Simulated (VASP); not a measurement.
# Re2W (Pn-3m) in VASP: further runs

Re2W is run at these levels: PBE; tasks: single point.

Everything below comes from runs of VASP 6.6.1. Logs are shortened: lines on timing, memory, paths and dates and some standing lists are left out, and cuts for length are marked.

## (1) The cell of the first run

It takes space group Pn-3m (No. 224, cubic). The conventional cell has a = 5.324 Å, b = 5.324 Å, c = 5.324 Å, α = 90.00°, β = 90.00°, γ = 90.00°. Within 3.0 Å of Re (site symmetry -3m) lie 2 W at 2.31 Å. W (site symmetry -43m) has 4 Re at 2.31 Å within 3.0 Å.

## (2) Single point, PBE, collinear spin, ferromagnetic start

INCAR reads:

```
ALGO = Normal ; EDIFF = 1E-6
ENCUT = 520 ; GGA = PE
ISIF = 2 ; ISMEAR = 0
ISPIN = 2 ; LASPH = True
LCHARG = False ; LMAXMIX = 4
LORBIT = 11 ; LREAL = False
LWAVE = False ; MAGMOM = 1 1 1 1 0 0
NBANDS = 41 ; NELM = 150
PREC = Accurate ; SIGMA = 0.1
```

KPOINTS reads:

```
k-points
0
Gamma
  4 4 4
```

POSCAR reads:

```
Re2W
1.0
    5.3236559972      0.0000000000      0.0000000000
    0.0000000000      5.3236559972      0.0000000000
    0.0000000000      0.0000000000      5.3236559972
Re W
4 2
Direct
    0.2500000000      0.7500000000      0.2500000000
    0.7500000000      0.2500000000      0.2500000000
    0.2500000000      0.2500000000      0.7500000000
    0.7500000000      0.7500000000      0.7500000000
    0.0000000000      0.0000000000      0.0000000000
    0.5000000000      0.5000000000      0.5000000000
```

Potentials or basis: VASP PAW PBE potentials, release 64 (Re, W_sv).

Run with:

```
cat potpaw_PBE.64/Re/POTCAR potpaw_PBE.64/W_sv/POTCAR > POTCAR
mpirun -np 1 vasp_std > vasp.out
```

OUTCAR:

```text
EDIFF = 1E-6
   ENCUT = 520
   GGA = PE
   ISIF = 2
   ISMEAR = 0
   ISPIN = 2
   LASPH = True
   LORBIT = 11
   LREAL = False
   NELM = 150
   PREC = Accurate

 ion  position               nearest neighbor table
   1  0.250  0.750  0.250-   5 2.31   6 2.31
   2  0.750  0.250  0.250-   5 2.31   6 2.31
   3  0.250  0.250  0.750-   5 2.31   6 2.31
   4  0.750  0.750  0.750-   5 2.31   6 2.31
   5  0.000  0.000  0.000-   1 2.31   2 2.31   3 2.31   4 2.31
   6  0.500  0.500  0.500-   1 2.31   2 2.31   3 2.31   4 2.31

  LATTYP: Found a simple cubic cell.
 ALAT       =     5.3236559972

  Lattice vectors:

 A1 = (   5.3236559972,   0.0000000000,   0.0000000000)
 A2 = (   0.0000000000,   5.3236559972,   0.0000000000)
 A3 = (   0.0000000000,   0.0000000000,   5.3236559972)

Analysis of symmetry for initial positions (statically):
=====================================================================
 Subroutine PRICEL returns:
 Original cell was already a primitive cell.

 Routine SETGRP: Setting up the symmetry group for a
 simple cubic supercell.

 Subroutine GETGRP returns: Found 48 space group operations
 (whereof 24 operations were pure point group operations)
 out of a pool of 48 trial point group operations.

The static configuration has the point symmetry T_d .
 The point group associated with its full space group is O_h .

Analysis of symmetry for dynamics (positions and initial velocities):
=====================================================================
 Subroutine PRICEL returns:
 Original cell was already a primitive cell.

 Routine SETGRP: Setting up the symmetry group for a
 simple cubic supercell.

 Subroutine GETGRP returns: Found 48 space group operations
 (whereof 24 operations were pure point group operations)
 out of a pool of 48 trial point group operations.

The dynamic configuration has the point symmetry T_d .
 The point group associated with its full space group is O_h .

Analysis of structural, dynamic, and magnetic symmetry:
=====================================================================
 Subroutine PRICEL returns:
 Original cell was already a primitive cell.

 Routine SETGRP: Setting up the symmetry group for a
 simple cubic supercell.

 Subroutine GETGRP returns: Found 48 space group operations
 (whereof 24 operations were pure point group operations)
 out of a pool of 48 trial point group operations.

The overall configuration has the point symmetry T_d .
 The point group associated with its full space group is O_h .

 Subroutine INISYM returns: Found 48 space group operations
[... 126 lines left out ...]
 NGX is ok and might be reduce to    40
   NGX = 19   NGY = 19   NGZ = 19

 number of electron      55.9999986 magnetization       0.0069798

 Free energy of the ion-electron system (eV)
  ---------------------------------------------------
  ext. energy  EPLUGINS =         0.00000000
  ---------------------------------------------------
  free energy    TOTEN  =       -52.85922424 eV

  energy without entropy =      -52.81449926  energy(sigma->0) =      -52.83686175

 E-fermi :   3.6182     XC(G=0): -10.5853

 val. band max:        3.6038386175   @ k =   0.5000   0.2500   0.2500
 cond. band min:       3.6535387084   @ k =   0.0000   0.0000   0.0000
 fundamental gap:      0.0497000908
 Fermi energy:         3.6181716640

 spin component 1

 k-point     1 :       0.0000    0.0000    0.0000
  band No.  band energies     occupation
      1     -70.2340      1.00000
      2     -70.2032      1.00000
      3     -34.6852      1.00000
      4     -34.6852      1.00000
      5     -34.6852      1.00000
      6     -34.5334      1.00000
[... 419 lines left out ...]
     39       5.2597      0.00000
     40       5.2597      0.00000
 Fermi energy:         3.6181716640

 spin component 2

 k-point     1 :       0.0000    0.0000    0.0000
  band No.  band energies     occupation
      1     -70.2343      1.00000
      2     -70.2035      1.00000
      3     -34.6857      1.00000
      4     -34.6857      1.00000
      5     -34.6857      1.00000
      6     -34.5338      1.00000
[... 419 lines left out ...]
     39       5.2597      0.00000
     40       5.2597      0.00000
 [bands above 40 left out]

------------------------ aborting loop because EDIFF is reached ----------------------------------------

  FORCE on cell =-STRESS in cart. coord.  units (eV):
  Direction    XX          YY          ZZ          XY          YZ          ZX
  --------------------------------------------------------------------------------------
  -------------------------------------------------------------------------------------
  Total        1.2873227      1.2873227      1.2873227     -0.0000000      0.0000000      0.0000000
  in kB       13.6699854     13.6699854     13.6699854     -0.0000000      0.0000000      0.0000000
  external PRESSURE =      13.6699854 kB  Pullay stress =       0.0000000 kB

 VOLUME and BASIS-vectors are now :
 -----------------------------------------------------------------------------
  energy-cutoff  :      520.00
  volume of cell :      150.88
      direct lattice vectors                 reciprocal lattice vectors
     5.323655997  0.000000000  0.000000000     0.187840837  0.000000000  0.000000000
     0.000000000  5.323655997  0.000000000     0.000000000  0.187840837  0.000000000
     0.000000000  0.000000000  5.323655997     0.000000000  0.000000000  0.187840837

 POSITION                                       TOTAL-FORCE (eV/Angst)
 -----------------------------------------------------------------------------------
      1.33091      3.99274      1.33091        -0.000000     -0.000000      0.000000
      3.99274      1.33091      1.33091        -0.000000      0.000000     -0.000000
      1.33091      1.33091      3.99274         0.000000      0.000000     -0.000000
      3.99274      3.99274      3.99274         0.000000      0.000000      0.000000
      0.00000      0.00000      0.00000         0.000000     -0.000000     -0.000000
      2.66183      2.66183      2.66183         0.000000     -0.000000     -0.000000
 -----------------------------------------------------------------------------------
    total drift:                                0.000000      0.000000     -0.000000

  FREE ENERGIE OF THE ION-ELECTRON SYSTEM (eV)
  ---------------------------------------------------
  free  energy   TOTEN  =       -52.8592242359 eV

  energy  without entropy=      -52.8144992552  energy(sigma->0) =      -52.83686175

 total charge

# of ion       s       p       d       tot
------------------------------------------
    1        0.546   0.246   4.999   5.790
    2        0.546   0.246   4.999   5.790
    3        0.546   0.246   4.999   5.790
    4        0.546   0.246   4.999   5.790
    5        2.524   6.243   3.742  12.508
    6        2.524   6.243   3.742  12.508
--------------------------------------------------
tot          7.232  13.468  27.479  48.178

 magnetization (x)

# of ion       s       p       d       tot
------------------------------------------
    1        0.000  -0.000   0.002   0.002
    2        0.000  -0.000   0.002   0.002
    3        0.000  -0.000   0.002   0.002
    4        0.000  -0.000   0.002   0.002
    5       -0.000  -0.000  -0.001  -0.001
    6       -0.000  -0.000  -0.001  -0.001
--------------------------------------------------
tot          0.000  -0.000   0.005   0.005
```

Wall time 81 s (1 thread of AMD EPYC 9R45 (Zen 5), shared host); peak memory 0.29 GiB.

Results:

| Property | Result |
| --- | --- |
| Free energy | -52.8592 eV |
| Pressure | 1.4 GPa |
| Band gap on the k mesh | zero (filled and empty bands overlap) |
| Net moment | 0.01 μB per cell |
| Valence electrons inside the program's atomic spheres | Re 5.79; W 12.51 |

Levels at points of the mesh, in eV from the Fermi level:
Spin up:
| k point | band 25 | band 26 | band 27 | band 28 | band 29 | band 30 | band 31 | band 32 |
| --- | --- | --- | --- | --- | --- | --- | --- | --- |
| (0.00, 0.00, 0.00) | -0.54 | -0.40 | -0.08 | -0.08 | -0.08 | 0.04 | 0.04 | 0.04 |
| (0.50, 0.00, 0.00) | -0.20 | -0.20 | -0.17 | -0.17 | 0.32 | 0.32 | 1.09 | 1.09 |
| (0.50, 0.50, 0.00) | -0.94 | -0.94 | -0.51 | -0.51 | 0.06 | 0.06 | 0.25 | 0.25 |
| (0.50, 0.50, 0.50) | -0.77 | -0.77 | -0.77 | -0.61 | -0.61 | 0.10 | 0.10 | 0.10 |
Spin down:
```
           k point  band 24  band 25  band 26  band 27  band 28  band 29  band 30  band 31  band 32  band 33
(0.00, 0.00, 0.00)    -0.54    -0.54    -0.40    -0.08    -0.08    -0.08     0.04     0.04     0.04     0.92
(0.50, 0.00, 0.00)    -0.74    -0.19    -0.19    -0.17    -0.17     0.32     0.32     1.09     1.09     1.53
(0.50, 0.50, 0.00)    -1.06    -0.94    -0.94    -0.51    -0.51     0.06     0.06     0.25     0.25     1.47
(0.50, 0.50, 0.50)    -0.93    -0.77    -0.77    -0.77    -0.61    -0.61     0.10     0.10     0.10     0.78
```

Caveat: spin-orbit coupling is left out, which moves the levels of the heavy elements.

## (3) Single point, PBE

This run uses another cell than the first one, of 17.76 Å³/atom, 0.706 times its volume.

INCAR reads:

```
SYSTEM = Re2W
PREC = Accurate ; ENCUT = 520
EDIFF = 1E-6 ; ISMEAR = 0
SIGMA = 0.1 ; LREAL = .FALSE.
LASPH = .TRUE. ; NELM = 100
ALGO = Fast ; ISIF = 2
LWAVE = .FALSE. ; LCHARG = .FALSE.
GGA = PE ; NBANDS = 37
```

KPOINTS reads:

```
regular mesh
0
G
  4 4 4
  0 0 0
```

POSCAR, as its differences from that of step 2:

```diff
@@ -2,5 +2,5 @@
 1.0
-    5.3236559972      0.0000000000      0.0000000000
-    0.0000000000      5.3236559972      0.0000000000
-    0.0000000000      0.0000000000      5.3236559972
+    4.7408882200      0.0000000000      0.0000000000
+    0.0000000000      4.7408882200      0.0000000000
+    0.0000000000      0.0000000000      4.7408882200
 Re W
```

Potentials or basis: VASP PAW PBE potentials, release 64 (Re, W_sv).

Run with:

```
cat potpaw_PBE.64/Re/POTCAR potpaw_PBE.64/W_sv/POTCAR > POTCAR
mpirun -np 1 vasp_std > vasp.out
```

It took 1.9 min on 1 thread of AMD EPYC 7R13 (Zen 3), shared host; peak memory 0.18 GiB.

Results (log left out):

| Property | Result |
| --- | --- |
| Free energy | -42.9362 eV |
| Pressure | 96.0 GPa |
| Band gap on the k mesh | zero (band 28 reaches 7.21 eV, above the bottom of band 29 at 6.39 eV) |

Levels at points of the mesh, in eV from the Fermi level:
```csv
k point,band 26,band 27,band 28,band 29,band 30,band 31
"(0.00, 0.00, 0.00)",-0.33,-0.33,-0.33,0.08,0.08,0.08
"(0.50, 0.00, 0.00)",-0.54,-0.53,-0.53,0.42,0.42,1.83
"(0.50, 0.50, 0.00)",-1.56,-0.10,-0.10,-0.03,-0.03,0.26
"(0.50, 0.50, 0.50)",-1.21,-0.72,-0.72,-0.72,0.01,0.01
```

Caveat: spin-orbit coupling is left out, which moves the levels of the heavy elements.
